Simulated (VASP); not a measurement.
# ZrC (P4/nmm) in VASP: a series of runs, part 2 of 2

VASP 6.6.1.

### Step 3. Single point, PBE (13.44 Å³/atom)

This run uses another cell than the first one, of 13.44 Å³/atom.

The input, INCAR:

```
SYSTEM = ZrC
  PREC = Accurate
  ENCUT = 520
  EDIFF = 1E-6
  ISMEAR = 0
  SIGMA = 0.05
  LREAL = .FALSE.
  LASPH = .TRUE.
  NELM = 80
  ALGO = Normal
  ISIF = 2
  LWAVE = .FALSE.
  LCHARG = .FALSE.
  GGA = PE
  NBANDS = 24
```

The input, KPOINTS:

```
Automatic mesh
0
G
  8 8 12
  0 0 0
```

The input, POSCAR:

```
ZrC
1.0
    4.2179606022      0.0000000000      0.0000000000
    0.0000000000      4.2179606022      0.0000000000
    0.0000000000      0.0000000000      3.0228299927
Zr C
2 2
Direct
    0.5000000000      0.0000000000      0.2433932836
    0.0000000000      0.5000000000      0.7566067164
    0.0000000000      0.0000000000      0.0000000000
    0.5000000000      0.5000000000      0.0000000000
```

Potentials or basis: VASP PAW PBE potentials, release 64 (Zr_sv, C).

On the command line:

```sh
cat potpaw_PBE.64/Zr_sv/POTCAR potpaw_PBE.64/C/POTCAR > POTCAR
mpirun -np 1 vasp_std > vasp.out
```

OUTCAR:

```text
SYSTEM = ZrC
   PREC = Accurate
   ENCUT = 520
   EDIFF = 1E-6
   ISMEAR = 0
   LREAL = .FALSE.
   LASPH = .TRUE.
   NELM = 80
   ISIF = 2
   GGA = PE

 ion  position               nearest neighbor table
   1  0.500  0.000  0.243-   3 2.23   4 2.23   4 2.23   3 2.23   2 3.33   2 3.33   2 3.33   2 3.33
                             2 3.36   2 3.36   2 3.36   2 3.36
   2  0.000  0.500  0.757-   3 2.23   4 2.23   3 2.23   4 2.23   1 3.33   1 3.33   1 3.33   1 3.33
                             1 3.36   1 3.36   1 3.36   1 3.36
   3  0.000  0.000  0.000-   1 2.23   2 2.23   2 2.23   1 2.23
   4  0.500  0.500  0.000-   1 2.23   2 2.23   1 2.23   2 2.23

  LATTYP: Found a simple tetragonal cell.
 ALAT       =     4.2179606022
 C/A-ratio  =     0.7166567633

  Lattice vectors:

 A1 = (   4.2179606022,   0.0000000000,   0.0000000000)
 A2 = (   0.0000000000,   4.2179606022,   0.0000000000)
 A3 = (   0.0000000000,   0.0000000000,   3.0228299927)

Analysis of symmetry for initial positions (statically):
=====================================================================
 Subroutine PRICEL returns:
 Original cell was already a primitive cell.

 Routine SETGRP: Setting up the symmetry group for a
 simple tetragonal supercell.

 Subroutine GETGRP returns: Found 16 space group operations
 (whereof  8 operations were pure point group operations)
 out of a pool of 16 trial point group operations.

The static configuration has the point symmetry D_2d.
 The point group associated with its full space group is D_4h.

Analysis of symmetry for dynamics (positions and initial velocities):
=====================================================================
 Subroutine PRICEL returns:
 Original cell was already a primitive cell.

 Routine SETGRP: Setting up the symmetry group for a
 simple tetragonal supercell.

 Subroutine GETGRP returns: Found 16 space group operations
 (whereof  8 operations were pure point group operations)
 out of a pool of 16 trial point group operations.

The dynamic configuration has the point symmetry D_2d.
 The point group associated with its full space group is D_4h.

 Subroutine INISYM returns: Found 16 space group operations
 (whereof  8 operations are pure point group operations),
 and found     1 'primitive' translations

----------------------------------------------------------------------------------------

                                     Primitive cell

  volume of cell :      53.7797

  direct lattice vectors                    reciprocal lattice vectors
     4.217960602  0.000000000  0.000000000     0.237081399  0.000000000  0.000000000
     0.000000000  4.217960602  0.000000000     0.000000000  0.237081399  0.000000000
     0.000000000  0.000000000  3.022829993     0.000000000  0.000000000  0.330815826

  length of vectors
     4.217960602  4.217960602  3.022829993     0.237081399  0.237081399  0.330815826

  position of ions in fractional coordinates (direct lattice)
     0.500000000  0.000000000  0.243393284
     0.000000000  0.500000000  0.756606716
     0.000000000  0.000000000  0.000000000
     0.500000000  0.500000000  0.000000000

  ion indices of the primitive-cell ions
[... 26 lines left out ...]

 Subroutine IBZKPT returns following result:
 ===========================================

 Found    105 irreducible k-points:

 Following reciprocal coordinates:
            Coordinates               Weight
  0.000000  0.000000  0.000000      1.000000
  0.125000  0.000000  0.000000      4.000000
  0.250000  0.000000  0.000000      4.000000
  0.375000  0.000000  0.000000      4.000000
  0.500000  0.000000  0.000000      2.000000
  0.125000  0.125000  0.000000      4.000000
[... 16 lines left out ...]
  0.375000  0.125000  0.083333     16.000000
  0.500000  0.125000  0.083333      8.000000
 [... further k-points ...]
   k-points           NKPTS =    105   k-points in BZ     NKDIM =    105   number of bands    NBANDS=     24
   number of dos      NEDOS =    301   number of ions     NIONS =      4
   total plane-waves  NPLWV =  24576
   dimension x,y,z NGX =    32 NGY =   32 NGZ =   24
   dimension x,y,z NGXF=    64 NGYF=   64 NGZF=   48
   ions per type =               2   2
   NGX,Y,Z   is equivalent  to a cutoff of  12.61, 12.61, 13.20 a.u.
   NGXF,Y,Z  is equivalent  to a cutoff of  25.22, 25.22, 26.40 a.u.
 SYSTEM =  ZrC
   PREC   = accura    normal or accurate (medium, high low for compatibility)
   ISTART =      0    job   : 0-new  1-cont  2-samecut
   ICHARG =      2    charge: 1-file 2-atom 10-const
   ISPIN  =      1    spin polarized calculation?
   LNONCOLLINEAR =      F non collinear calculations
   LSORBIT =      F    spin-orbit coupling
   LASPH  =      T    aspherical Exc in radial PAW
   ENCUT  =  520.0 eV  38.22 Ry    6.18 a.u.   7.84  7.84  5.62*2*pi/ulx,y,z
   NELM   =     80;   NELMIN=  2; NELMDL= -5     # of ELM steps
   EDIFF  = 0.1E-05   stopping-criterion for ELM
   LREAL  =      F    real-space projection
   EDIFFG = 0.1E-04   stopping-criterion for IOM
   NSW    =      0    number of steps for IOM
   IBRION =     -1    ionic relax: 0-MD 1-quasi-New 2-CG
   NFREE  =      0    steps in history (QN), initial steepest desc. (CG)
   ISIF   =      2    stress and relaxation
   ISYM   =      2    0-nonsym 1-usesym 2-fastsym
   POTIM  = 0.5000    time-step for ionic-motion
   TEBEG  =    0.0;   TEEND  =   0.0 temperature during run
   PSTRESS=    0.0 pullay stress
   NELECT =      32.0000    total number of electrons
   NUPDOWN=      -1.0000    fix difference up-down
   EMIN   =  10.00;   EMAX   =-10.00  energy-range for DOS
   EFERMI =   0.00;   METHOD = LEGACY
   ISMEAR =     0;   SIGMA  =   0.05  broadening in eV -4-tet -1-fermi 0-gaus
   EFERMI_NEDOS =   21; number of points for ismear=-14 and -15
   IALGO  =     38    algorithm
   IMIX   =      4    mixing-type and parameters
     AMIX     =   0.40;   BMIX     =  1.00
     AMIX_MAG =   1.60;   BMIX_MAG =  1.00
  volume/ion in A,a.u.               =      13.44        90.73
  Fermi-wavevector in a.u.,A,eV,Ry     =   1.376951  2.602061 25.796575  1.895995
  Thomas-Fermi vector in A             =   2.502149
   LORBIT       =      0    0 simple, 1 ext, 2 COOP (PROOUT), +10 PAW based schemes
   GGA     = PE    functional components
   LHFCALC =     F    Hartree Fock is set to
   AEXX    =    0.0000 exact exchange contribution
   IVDW    =     0    specifies the selected vdW correction
   LEPSILON=     F    determine dielectric tensor
   LRPA    =     F    only Hartree local field effects (RPA)
 non-spin polarized calculation
 Gauss-broadening in eV      SIGMA  =   0.05
  energy-cutoff  :      520.00
  volume of cell :       53.78
 maximum number of plane-waves:      1468
 NGX is ok and might be reduce to    32
   NGX = 15   NGY = 15   NGZ = 11

 number of electron      32.0000001 magnetization

 Free energy of the ion-electron system (eV)
  ---------------------------------------------------
  ext. energy  EPLUGINS =         0.00000000
  ---------------------------------------------------
  free energy    TOTEN  =       -36.01686944 eV

  energy without entropy =      -36.01602489  energy(sigma->0) =      -36.01644716

 E-fermi :   9.9567     XC(G=0): -11.9016

 val. band max:        9.9064490949   @ k =   0.2500   0.2500   0.2500
 cond. band min:       9.9582166122   @ k =   0.3750   0.3750   0.0833
 fundamental gap:      0.0517675173
 Fermi energy:         9.9566869848

 k-point     1 :       0.0000    0.0000    0.0000
  band No.  band energies     occupation
      1     -38.8715      2.00000
      2     -38.7446      2.00000
      3     -17.2060      2.00000
      4     -17.2060      2.00000
      5     -16.6767      2.00000
      6     -16.6767      2.00000
[... 637 lines left out ...]
     23      15.2354      0.00000
     24      15.2354      0.00000

 [... further k-points ...]

------------------------ aborting loop because EDIFF is reached ----------------------------------------

  FORCE on cell =-STRESS in cart. coord.  units (eV):
  Direction    XX          YY          ZZ          XY          YZ          ZX
  --------------------------------------------------------------------------------------
  -------------------------------------------------------------------------------------
  Total        1.2264871      1.2264871      1.1787145      0.0000000     -0.0000000      0.0000000
  in kB       36.5388452     36.5388452     35.1156285      0.0000000     -0.0000000      0.0000000
  external PRESSURE =      36.0644396 kB  Pullay stress =       0.0000000 kB

 VOLUME and BASIS-vectors are now :
 -----------------------------------------------------------------------------
  energy-cutoff  :      520.00
  volume of cell :       53.78
      direct lattice vectors                 reciprocal lattice vectors
     4.217960602  0.000000000  0.000000000     0.237081399  0.000000000  0.000000000
     0.000000000  4.217960602  0.000000000     0.000000000  0.237081399  0.000000000
     0.000000000  0.000000000  3.022829993     0.000000000  0.000000000  0.330815826

 POSITION                                       TOTAL-FORCE (eV/Angst)
 -----------------------------------------------------------------------------------
      2.10898      0.00000      0.73574         0.000000     -0.000000      0.017370
      0.00000      2.10898      2.28709        -0.000000      0.000000     -0.017370
      0.00000      0.00000      0.00000        -0.000000     -0.000000      0.000000
      2.10898      2.10898      0.00000         0.000000      0.000000      0.000000
 -----------------------------------------------------------------------------------
    total drift:                                0.000000      0.000000     -0.000000

  FREE ENERGIE OF THE ION-ELECTRON SYSTEM (eV)
  ---------------------------------------------------
  free  energy   TOTEN  =       -36.0168694360 eV

  energy  without entropy=      -36.0160248861  energy(sigma->0) =      -36.01644716
```

stdout:

```text
POSCAR found type information on POSCAR ZrC
 POSCAR found :  2 types and       4 ions
 scaLAPACK will be used
 LDA part: xc-table for (Slater+PW92), standard interpolation
 POSCAR, INCAR and KPOINTS ok, starting setup
 FFT: planning ... GRIDC
 FFT: planning ... GRID_SOFT
 FFT: planning ... GRID
 WAVECAR not read
 entering main loop
```

Run time: 1.8 min. Hardware: 1 thread of Intel Xeon 8259CL, shared host; peak memory 0.24 GiB.

What came out:

- Free energy: -36.0169 eV
- Pressure: 3.6 GPa
- Largest force: 0.017 eV/Å
- Band gap on the k mesh: zero (bands 16 and 17 overlap by 0.99 eV)

Forces in eV/Å, atoms in the order of the input:
```
Zr   0.000  0.000  0.017
Zr   0.000  0.000 -0.017
C    0.000  0.000  0.000
C    0.000  0.000  0.000
```

Levels at points of the mesh, in eV from the Fermi level:
```tsv
k point	band 13	band 14	band 15	band 16	band 17	band 18	band 19	band 20
(0.00, 0.00, 0.00)	-2.65	-1.28	-0.62	-0.42	-0.10	-0.10	2.71	2.71
(0.50, 0.00, 0.00)	-2.73	-2.73	-1.84	-1.84	1.34	1.34	2.21	2.21
(0.50, 0.50, 0.00)	-2.76	-2.76	-0.98	-0.98	0.78	0.78	1.23	1.23
(0.00, 0.00, 0.50)	-4.02	-4.02	-2.31	-2.31	1.12	1.94	3.44	3.44
(0.50, 0.00, 0.50)	-4.00	-4.00	-2.59	-2.59	2.53	2.53	3.54	3.54
(0.50, 0.50, 0.50)	-3.83	-3.83	-2.01	-2.01	1.00	1.00	2.79	2.79
```

Caveat: the cell stands under pressure.

### Step 4. Single point, PBE (13.73 Å³/atom)

This run uses another cell than the first one, of 13.73 Å³/atom.

The input, INCAR:

```
  ALGO = Normal
  EDIFF = 1E-6
  ENCUT = 520
  GGA = PE
  ISIF = 2
  ISMEAR = 0
  LASPH = T
  LCHARG = T
  LELF = T
  LREAL = F
  LVHAR = T
  LWAVE = F
  NBANDS = 24
  NELM = 60
  PREC = Accurate
  SIGMA = 0.05
```

The input, KPOINTS:

```
k-points
0
Gamma
  8 8 12
```

The input, POSCAR:

```
ZrC
1.0
    4.2307832449      0.0000000000      0.0000000000
    0.0000000000      4.2307832449      0.0000000000
    0.0000000000      0.0000000000      3.0671290656
Zr C
2 2
Direct
    0.5000000000      0.0000000000      0.2356257667
    0.0000000000      0.5000000000      0.7643742333
    0.0000000000      0.0000000000      0.0000000000
    0.5000000000      0.5000000000      0.0000000000
```

On the command line:

```sh
cat potpaw_PBE.64/Zr_sv/POTCAR potpaw_PBE.64/C/POTCAR > POTCAR
mpirun -np 1 vasp_std > vasp.out
```

Wall time 1.9 min (1 thread of Intel Xeon 8259CL, shared host); peak memory 0.25 GiB.

Results (log left out):

```
Free energy            : -36.0348 eV
Pressure               : 1.8 GPa
Largest force          : 0.018 eV/Å
Band gap on the k mesh : zero (bands 16 and 17 overlap by 0.95 eV)
```

Forces in eV/Å, atoms in the order of the input:
```
Zr   0.000  0.000  0.018
Zr   0.000  0.000 -0.018
C    0.000  0.000  0.000
C    0.000  0.000  0.000
```

Stress tensor (GPa, compression positive):
```
1.82 0.00 0.00
0.00 1.82 0.00
0.00 0.00 1.67
```

Levels at points of the mesh, in eV from the Fermi level:
| k point | band 13 | band 14 | band 15 | band 16 | band 17 | band 18 | band 19 | band 20 |
| --- | --- | --- | --- | --- | --- | --- | --- | --- |
| (0.00, 0.00, 0.00) | -2.60 | -1.17 | -0.60 | -0.47 | -0.09 | -0.09 | 2.66 | 2.66 |
| (0.50, 0.00, 0.00) | -2.68 | -2.68 | -1.81 | -1.81 | 1.31 | 1.31 | 2.24 | 2.24 |
| (0.50, 0.50, 0.00) | -2.71 | -2.71 | -0.92 | -0.92 | 0.72 | 0.72 | 1.15 | 1.15 |
| (0.00, 0.00, 0.50) | -3.84 | -3.84 | -2.21 | -2.21 | 1.01 | 2.11 | 3.34 | 3.34 |
| (0.50, 0.00, 0.50) | -3.86 | -3.86 | -2.60 | -2.60 | 2.56 | 2.56 | 3.59 | 3.59 |
| (0.50, 0.50, 0.50) | -3.85 | -3.85 | -2.04 | -2.04 | 1.07 | 1.07 | 2.89 | 2.89 |

### Step 5. Single point, PBE

This run uses another cell than the first one, of 14.01 Å³/atom.

The input, INCAR:

```
PREC = Accurate ; ENCUT = 520
EDIFF = 1E-7 ; ISMEAR = 0
SIGMA = 0.05 ; LREAL = F
LASPH = T ; NELM = 60
ALGO = Normal ; ISIF = 2
LWAVE = F ; LCHARG = F
GGA = PE ; NBANDS = 24
```

The input, KPOINTS:

```
regular mesh
0
Gamma
  8 8 12
```

The input, POSCAR:

```
ZrC
1.0
    4.2425692316      0.0000000000      0.0000000000
    0.0000000000      4.2425692316      0.0000000000
    0.0000000000      0.0000000000      3.1123587551
Zr C
2 2
Direct
    0.5000000000      0.0000000000      0.2282707802
    0.0000000000      0.5000000000      0.7717292198
    0.0000000000      0.0000000000      0.0000000000
    0.5000000000      0.5000000000      0.0000000000
```

On the command line:

```sh
cat potpaw_PBE.64/Zr_sv/POTCAR potpaw_PBE.64/C/POTCAR > POTCAR
mpirun -np 1 vasp_std > vasp.out
```

Wall time 2.2 min (1 thread of Intel Xeon 8259CL, shared host); peak memory 0.25 GiB.

It converged, with:

| Quantity | Value |
| --- | --- |
| Free energy | -36.0409 eV |
| Pressure | 0.2 GPa |
| Largest force | 0.019 eV/Å |
| Band gap on the k mesh | zero (bands 16 and 17 overlap by 0.92 eV) |

Forces in eV/Å, atoms in the order of the input:
```
Zr   0.000  0.000  0.019
Zr   0.000  0.000 -0.019
C    0.000  0.000  0.000
C    0.000  0.000  0.000
```

Stress tensor (GPa, compression positive):
```
0.22 0.00 0.00
0.00 0.22 0.00
0.00 0.00 0.07
```

Levels at points of the mesh, in eV from the Fermi level:
| k point | band 12 | band 13 | band 14 | band 15 | band 16 | band 17 | band 18 | band 19 | band 20 | band 21 |
| --- | --- | --- | --- | --- | --- | --- | --- | --- | --- | --- |
| (0.00, 0.00, 0.00) | -2.56 | -2.56 | -1.06 | -0.59 | -0.52 | -0.08 | -0.08 | 2.62 | 2.62 | 3.31 |
| (0.50, 0.00, 0.00) | -3.77 | -2.63 | -2.63 | -1.78 | -1.78 | 1.27 | 1.27 | 2.27 | 2.27 | 2.42 |
| (0.50, 0.50, 0.00) | -5.57 | -2.66 | -2.66 | -0.86 | -0.86 | 0.65 | 0.65 | 1.08 | 1.08 | 4.58 |
| (0.00, 0.00, 0.50) | -3.88 | -3.68 | -3.68 | -2.11 | -2.11 | 0.91 | 2.27 | 3.26 | 3.26 | 6.02 |
| (0.50, 0.00, 0.50) | -3.98 | -3.73 | -3.73 | -2.61 | -2.61 | 2.60 | 2.60 | 3.64 | 3.64 | 4.36 |
| (0.50, 0.50, 0.50) | -4.09 | -3.86 | -3.86 | -2.06 | -2.06 | 1.14 | 1.14 | 2.99 | 2.99 | 3.17 |

### Step 6. Overview

| cell | gap on the mesh (eV) | pressure (GPa) | largest force (eV/Å) |
| --- | --- | --- | --- |
| a = 4.207, b = 4.207, c = 2.991 Å, 4 atoms, atomic positions A | none | 5.2 | 0.02 |
| a = 4.218, b = 4.218, c = 3.023 Å, 4 atoms, atomic positions B | none | 3.6 | 0.02 |
| a = 4.231, b = 4.231, c = 3.067 Å, 4 atoms, atomic positions C | none | 1.8 | 0.02 |
| a = 4.243, b = 4.243, c = 3.112 Å, 4 atoms, atomic positions D | none | 0.2 | 0.02 |

Alike in all rows: task single point; level PBE; potentials or basis VASP PAW PBE potentials, release 64 (Zr_sv, C); no spin polarisation; k mesh 8 × 8 × 12; cutoff (eV) 520; smearing gaussian 0.05 eV.

Caveats: the cell stands under pressure (at least some runs).

Absolute energies hang on the potentials; compare differences alone.
